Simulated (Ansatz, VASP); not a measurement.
**One calculation of Ba, two programs**

INCAR

```
SYSTEM = Ba
PREC = Accurate
ENCUT = 600
EDIFF = 1E-6
ISMEAR = 0
SIGMA = 0.1
LREAL = .FALSE.
LASPH = .TRUE.
NELM = 60
ALGO = Normal
ISIF = 3
LWAVE = .FALSE.
LCHARG = .FALSE.
GGA = PE
IBRION = 2
NSW = 90
EDIFFG = -0.04
```

KPOINTS

```
Automatic mesh
0
G
  4 4 2
  0 0 0
```

The input POSCAR:

```
Ba
1.0
    2.4846289400     -3.4418204400      0.0000000000
    2.4846289400      3.4418204400      0.0000000000
    0.0000000000      0.0000000000      8.5098837900
Ba
4
Direct
    0.2030634900      0.7969365100      0.2957761700
    0.7969365100      0.2030634900      0.2957761700
    0.2030634900      0.7969365100      0.7042238300
    0.7969365100      0.2030634900      0.7042238300
```

Input for Ansatz:

```yaml
crystal:
  lattice:
    - [2.48462894, -3.44182044, 0.0]
    - [2.48462894, 3.44182044, 0.0]
    - [0.0, 0.0, 8.50988379]
  atoms:
    - { symbol: Ba, position: [0.20306349, 0.79693651, 0.29577617] }
    - { symbol: Ba, position: [0.79693651, 0.20306349, 0.29577617] }
    - { symbol: Ba, position: [0.20306349, 0.79693651, 0.70422383] }
    - { symbol: Ba, position: [0.79693651, 0.20306349, 0.70422383] }
basis:
  ecutwfc: 420
kpoints:
  mp_grid: { grid: [4, 4, 2] }
hamiltonian:
  xc: pbe
scf:
  occupations: { method: gaussian, width: 0.1 }
  lower_state_search: "off"
output:
  forces: true
  stress: true
  eigenvalues: true
relax:
  adjacent_minimum: "off"
  f_tol: 0.04
  max_steps: 70
  cell: { stress_tol: 0.4 }
```

Alike in both runs: task relaxation of cell and atoms; functional PBE; k mesh 4 × 4 × 2; occupations gaussian, width 0.1 eV; no spin polarisation.

```csv
,VASP,Ansatz
version,VASP 6.6.1,Ansatz 0.2.0
potentials or method,"VASP PAW PBE potentials, release 64 (Ba_sv), cutoff 600 eV","scalar-relativistic, plane waves, PAW"
valence electrons in the cell,40,40
```

VASP gave:

```
gap on the k mesh at the Fermi level, each at its own relaxed structure (eV) : none
relaxed volume (Å³/atom)                                                     : 61.07
relaxed length of the cell vector where the two differ most in proportion (Å)              : 7.897
```

Question: Which values does Ansatz return?

Answer: gap on the k mesh at the Fermi level, each at its own relaxed structure (eV): none; relaxed volume (Å³/atom): 59.38; relaxed length of the cell vector where the two differ most in proportion (Å): 7.807.

A gap of «none» marks a metal or a gap that the smearing closes.

The k mesh is coarse, so the values compare programs but aren't converged. Neither program's run includes spin-orbit coupling. Noted on VASP's run: the volume moved by over 15 % at a fixed basis, so the end points are rough.
